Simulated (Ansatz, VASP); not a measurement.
## One calculation of Ir, two programs

The input INCAR:

```
ALGO = Normal
EDIFF = 1E-7
ENCUT = 520
GGA = PE
ISIF = 2
ISMEAR = 0
LASPH = True
LCHARG = False
LREAL = False
LWAVE = False
NBANDS = 10
NELM = 80
PREC = Accurate
SIGMA = 0.15
```

Contents of KPOINTS:

```
k-points
0
Gamma
  22 22 22
```

Contents of POSCAR:

```
Ir
1.0
    0.0000000000      2.2199760308      1.4705121228
    2.2199760308      0.0000000000      1.4705121228
    2.2199760308      2.2199760308      0.0000000000
Ir
1
Direct
    0.0000000000      0.0000000000      0.0000000000
```

Input for Ansatz:

```yaml
crystal:
  lattice:
    - [0.0, 2.2199760308, 1.4705121228]
    - [2.2199760308, 0.0, 1.4705121228]
    - [2.2199760308, 2.2199760308, 0.0]
  atoms:
    - { symbol: Ir, position: [0.0, 0.0, 0.0] }
basis:
  ecutwfc: 420
kpoints:
  mp_grid: { grid: [22, 22, 22] }
hamiltonian:
  xc: pbe
  pseudopotentials: { kind: paw, azcp: { folder: soft_1 } }
scf:
  occupations: { method: gaussian, width: 0.15 }
output:
  forces: true
  stress: true
  eigenvalues: true
```

Alike in both runs: task single point; functional PBE; k mesh 22 × 22 × 22; occupations gaussian, width 0.15 eV; no spin polarisation.

|  | VASP | Ansatz |
| --- | --- | --- |
| version | VASP 6.6.1 | Ansatz 0.2.0 |
| potentials or method | VASP PAW PBE potentials, release 64 (Ir), cutoff 520 eV | scalar-relativistic, plane waves, PAW |
| valence electrons in the cell | 9 | 17 |

VASP gave:

| Property | Result |
| --- | --- |
| gap on the k mesh at the Fermi level (eV) | none |
| pressure (GPa) | 12.0 |
| traceless stress, the component that is largest in VASP (GPa) | -20.54 |

Task: What did Ansatz give for the same quantities?

Result: gap on the k mesh at the Fermi level (eV): none; pressure (GPa): 11.3; traceless stress, the component that is largest in VASP (GPa): -20.84.

A gap of «none» marks a metal or a gap that the smearing closes. With one functional, cell and mesh, what is left measures potentials, basis and numerics. VASP's potentials hold 9 valence electrons a cell and Ansatz's 17, so a difference there can come from the potentials and not from the codes.

Neither program's run includes spin-orbit coupling.
